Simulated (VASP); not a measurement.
A run of VASP 6.6.1 is set up as follows.

INCAR

```
SYSTEM = Be3AlP3
ALGO = Normal
EDIFF = 1E-6
ENCUT = 520
GGA = PE
ISIF = 2
ISMEAR = 0
LASPH = .TRUE.
LCHARG = .TRUE.
LELF = .TRUE.
LREAL = .FALSE.
LVHAR = .TRUE.
LWAVE = .FALSE.
NBANDS = 21
NELM = 80
PREC = Accurate
SIGMA = 0.1
```

KPOINTS

```
k-points
0
G
  6 6 4
  0 0 0
```

The input POSCAR:

```
Be3AlP3
1.0
    5.1114083700      0.0000000000      0.0000000000
   -2.5557041900      4.4266095000      0.0000000000
    0.0000000000      0.0000000000      4.5060934700
Be Al P
3 1 3
Direct
    0.0000000000      0.0000000000      0.5000000000
    0.3333333300      0.6666666700      0.5000000000
    0.6666666700      0.3333333300      0.5000000000
    0.0000000000      0.0000000000      0.0000000000
    0.5441934600      0.0000000000      0.5000000000
    0.0000000000      0.5441934600      0.5000000000
    0.4558065400      0.4558065400      0.5000000000
```

Potentials or basis: VASP PAW PBE potentials, release 64 (Be, Al, P).

Launch:

```console
$ cat potpaw_PBE.64/Be/POTCAR potpaw_PBE.64/Al/POTCAR potpaw_PBE.64/P/POTCAR > POTCAR
$ mpirun -np 1 vasp_std > vasp.out
```

Task: What does it give for the pressure?

Result: 82.9 GPa.

Task: Predict the band gap on the k mesh.

Result: Zero (band 12 reaches 5.94 eV, above the bottom of band 13 at 5.21 eV).

Task: Estimate the largest force.

Result: 6.103 eV/Å.

Forces on the atoms (eV/Å):
```
Be   0.000  0.000  0.000
Be   0.000  0.000  0.000
Be   0.000  0.000  0.000
Al   0.000  0.000  0.000
P    6.103  0.000  0.000
P   -3.052  5.286  0.000
P   -3.052 -5.286  0.000
```

Caveat: forces of over 1 eV/Å act on the atoms, so gaps and moduli don't describe the material at rest.
